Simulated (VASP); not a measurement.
Set up this calculation in VASP 6.6.1, as the native input.

| Item | Value |
| --- | --- |
| Task | single point |
| Functional | PBE |
| Potentials or basis | VASP PAW PBE potentials, release 64 (K_sv, Te, Ir) |
| Cutoff | 520 eV |
| k mesh | 6 × 6 × 2 |
| Occupations | gaussian, width 0.1 eV |
| Spin | no spin polarisation |
| Dipole correction | no |
| Further INCAR settings | ALGO = Normal; EDIFF = 1e-07; NBANDS = 23 |

The structure of KTe2Ir lies in POSCAR:

```
KTe2Ir
1.0
    4.1478000300      0.0000000000      0.0000000000
   -2.0739000100      3.5921001900      0.0000000000
    0.0000000000      0.0000000000      9.5038846100
K Te Ir
1 2 1
Direct
    0.0000000000      0.0000000000      0.0000000000
    0.0000000000      0.0000000000      0.2593687400
    0.0000000000      0.0000000000      0.7406312600
    0.0000000000      0.0000000000      0.5000000000
```

The cell was built from a structure type or drawn by symmetry, and may not be a known phase.

One way to write it, as run:

INCAR

```
SYSTEM = KTe2Ir
  PREC = Accurate
  ENCUT = 520
  EDIFF = 1E-7
  ISMEAR = 0
  SIGMA = 0.1
  LREAL = .FALSE.
  LASPH = .TRUE.
  NELM = 80
  ALGO = Normal
  ISIF = 2
  LWAVE = .FALSE.
  LCHARG = .FALSE.
  GGA = PE
  NBANDS = 23
```

KPOINTS

```
regular mesh
0
G
  6 6 2
  0 0 0
```

Potentials or basis: VASP PAW PBE potentials, release 64 (K_sv, Te, Ir).

Command:

```console
$ cat potpaw_PBE.64/K_sv/POTCAR potpaw_PBE.64/Te/POTCAR potpaw_PBE.64/Ir/POTCAR > POTCAR
$ mpirun -np 1 vasp_std > vasp.out
```

It gave:

- Pressure: 16.5 GPa
- Largest force: 1.303 eV/Å
- Band gap on the k mesh: zero (bands 15 and 16 overlap by 0.37 eV)

Caveat: the cell stands under pressure; spin-orbit coupling is left out, which moves the levels of the heavy elements; forces of over 1 eV/Å act on the atoms, so gaps and moduli don't describe the material at rest.

Wall time 75 s on 1 thread of Intel Xeon 8259CL, with other jobs on the host, peak memory 0.28 GiB.
